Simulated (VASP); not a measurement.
## Zr2Si5O4 (an interface model): single point with PBE

System: Zr2Si5O4 (an interface model).

```
CELL_PARAMETERS angstrom
5.47009 0.00000 0.00000
0.00000 5.47009 0.00000
0.00000 0.00000 25.31032
ATOMIC_POSITIONS crystal
Si 0.25000 0.25000 0.01975
Si 0.75000 0.75000 0.01975
Si 0.50000 0.50000 0.07379
Si 0.00000 0.00000 0.07379
Si 0.75000 0.25000 0.12782
Si 0.25000 0.75000 0.12782
Si 0.00000 0.50000 0.18185
Si 0.50000 0.00000 0.18185
Si 0.25000 0.25000 0.23588
Si 0.75000 0.75000 0.23588
Si 0.50000 0.50000 0.28991
Si 0.00000 0.00000 0.28991
Si 0.75000 0.25000 0.34394
Si 0.25000 0.75000 0.34394
Si 0.00000 0.50000 0.39797
Si 0.50000 0.00000 0.39797
Si 0.25000 0.25000 0.45200
Si 0.75000 0.75000 0.45200
Si 0.50000 0.50000 0.50603
Si 0.00000 0.00000 0.50603
O 0.00000 0.00000 0.57833
O 0.16479 0.50000 0.57833
O 0.59469 0.55697 0.65475
O 0.57010 0.05697 0.65475
O 0.09469 0.10904 0.67356
O 0.07010 0.60904 0.67356
O 0.50000 0.66601 0.74998
O 0.66479 0.16601 0.74998
O 0.00000 0.84320 0.77580
O 0.16479 0.34320 0.77580
O 0.59469 0.40017 0.85222
O 0.57010 0.90017 0.85222
O 0.09469 0.95225 0.87103
O 0.07010 0.45225 0.87103
O 0.50000 0.50922 0.94745
O 0.66479 0.00922 0.94745
Zr 0.28030 0.83300 0.61999
Zr 0.88449 0.33300 0.61999
Zr 0.78030 0.83301 0.70832
Zr 0.38449 0.33301 0.70832
Zr 0.28030 0.67621 0.81746
Zr 0.88449 0.17621 0.81746
Zr 0.78030 0.67622 0.90579
Zr 0.38449 0.17622 0.90579
```

* Program: VASP 6.6.1
* Task: single point
* Functional: PBE
* Potentials or basis: VASP PAW PBE potentials, release 64 (Si, O, Zr_sv)
* Cutoff: 520 eV
* k mesh: 5 × 5 × 1
* Occupations: gaussian, width 0.05 eV
* Spin: no spin polarisation

* Pressure: -4.9 GPa
* Largest force: 2.284 eV/Å
* Band gap on the k mesh: 0.02 eV (least direct gap 0.27 eV)

Forces on the atoms (eV/Å):
```
Si  -0.271 -0.096 -0.581
Si   0.733 -0.104 -0.904
Si  -0.502  0.121 -0.323
Si  -0.216  0.484 -0.076
Si   0.252  0.035  0.106
Si  -0.136 -0.215  0.069
Si  -0.022  0.021  0.027
Si  -0.117  0.139 -0.045
Si  -0.025  0.022  0.019
Si   0.041 -0.071 -0.003
Si   0.011  0.037 -0.043
Si  -0.003  0.028  0.030
Si  -0.119  0.137 -0.025
Si   0.088 -0.165 -0.043
Si   0.013  0.072 -0.021
Si   0.123  0.060  0.010
Si   0.166  0.349  0.662
Si  -0.282 -0.349  0.413
Si   0.546  0.115  0.923
Si   0.110 -0.003  0.554
O   -0.029  0.246 -1.678
O   -1.432  0.034  1.549
O    0.085  0.114 -0.383
O   -0.082 -0.177 -0.752
O   -0.240 -0.243 -0.413
O    0.076  0.287  0.113
O    0.095 -0.028 -0.284
O   -0.132 -0.013 -0.331
O   -0.082  0.005 -0.233
O    0.092  0.002 -0.263
O    0.062 -0.137 -0.484
O    0.059 -0.015 -0.326
O   -0.022  0.017  0.329
O    0.044 -0.083  0.258
O    0.910  0.322 -1.510
O   -0.175 -1.172  0.508
Zr  -0.523 -1.986 -0.256
Zr   1.447  1.423 -1.048
Zr   0.068 -0.073  0.516
Zr  -0.031  0.157  0.363
Zr   0.234 -0.018  0.593
Zr  -0.231  0.040  0.540
Zr  -1.987 -0.249  0.980
Zr   1.404  0.927  1.462
```

Stress tensor (GPa, compression positive):
```
-6.04  0.24 -0.60
 0.24 -5.29  0.00
-0.60  0.00 -3.45
```

Levels at points of the mesh, in eV from the valence-band top:
```tsv
k point	band 134	band 135	band 136	band 137	band 138	band 139
(0.00, 0.00, 0.00)	-0.75	-0.53	-0.34	0.02	0.50	0.59
```

Wall time 3.9 min on 1 × NVIDIA H100 80GB with 1 thread of AMD EPYC 7R13 Processor (Zen 3), with other jobs on the host, peak memory 2.2 GiB.
